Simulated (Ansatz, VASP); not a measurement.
**Be2Bi: VASP beside Ansatz**

```
Be Bi
1.0
     0.00000    3.67895    3.67895
     3.67895    0.00000    3.67895
     3.67895    3.67895    0.00000
Be Bi
4 2
Direct
  0.12500 0.12500 0.12500
  0.62500 0.12500 0.12500
  0.12500 0.12500 0.62500
  0.12500 0.62500 0.12500
  0.50000 0.50000 0.50000
  0.75000 0.75000 0.75000
```

Alike in both runs: functional PBE; k mesh 10 × 10 × 10; occupations gaussian, width 0.1 eV; no spin polarisation.

Ansatz relaxed the structure, and its values are those at the end. VASP's run is a single point on that final structure, the one shown.

|  | VASP | Ansatz |
| --- | --- | --- |
| version | VASP 6.6.1 | Ansatz 0.2.0 |
| potentials or method | VASP PAW PBE potentials, release 64 (Be, Bi_d), cutoff 520 eV | scalar-relativistic, plane waves, PAW |
| valence electrons in the cell | 38 | 38 |

VASP gave:

| Item | Value |
| --- | --- |
| gap on the k mesh at the Fermi level (eV) | none |
| pressure (GPa) | -0.1 |

What did Ansatz give for the same quantities?

gap on the k mesh at the Fermi level (eV): none; pressure (GPa): 0.0.

A gap of «none» marks a metal or a gap that the smearing closes. The functional is the same, so the differences come from potentials, cutoffs and numerics.

Spin-orbit coupling is off throughout.
